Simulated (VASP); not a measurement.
Runs of VASP 6.6.1 on BaS. Symmetry: F-43m, No. 216, cubic system. Conventional cell: a = 7.039 Å, b = 7.039 Å, c = 7.039 Å, α = 90.00°, β = 90.00°, γ = 90.00°. Within 4.0 Å of Ba (site symmetry -43m) lie 4 S at 3.05 Å. Within 4.0 Å of S (site symmetry -43m) lie 4 Ba at 3.05 Å. 

| level | potentials or basis | k mesh | smearing | gap on the mesh (eV) | pressure (GPa) |
| --- | --- | --- | --- | --- | --- |
| PBE | VASP PAW PBE potentials, release 64 (Ba_sv, S) | 2 × 2 × 2 | gaussian 0.01 eV | 2.75 | (b) |
| LDA | VASP PAW LDA potentials, release 64 (Ba_sv, S) | 2 × 2 × 2 | gaussian 0.01 eV | (a) | -1.3 |
| PBE | VASP PAW PBE potentials, release 64 (Ba_sv, S) | 4 × 4 × 4, shifted | gaussian 0.01 eV | 3.18 | 0.4 |
| PBE | VASP PAW PBE potentials, release 64 (Ba_sv, S) | 4 × 4 × 4 | gaussian 0.001 eV | 2.76 | 0.4 |

Alike in all rows: task single point; no spin polarisation; cell as given; cutoff (eV) 500.

Question: Fill in the values left out.

Answer: (a) 2.42; (b) 0.7.

Caveats: some runs use coarse meshes; spin-orbit coupling is left out, which moves the levels of the heavy elements; a shifted mesh leaves out Γ, where band edges can lie (at least some runs).

A k mesh can miss the band edges, and the runs leave out spin-orbit coupling on Ba.
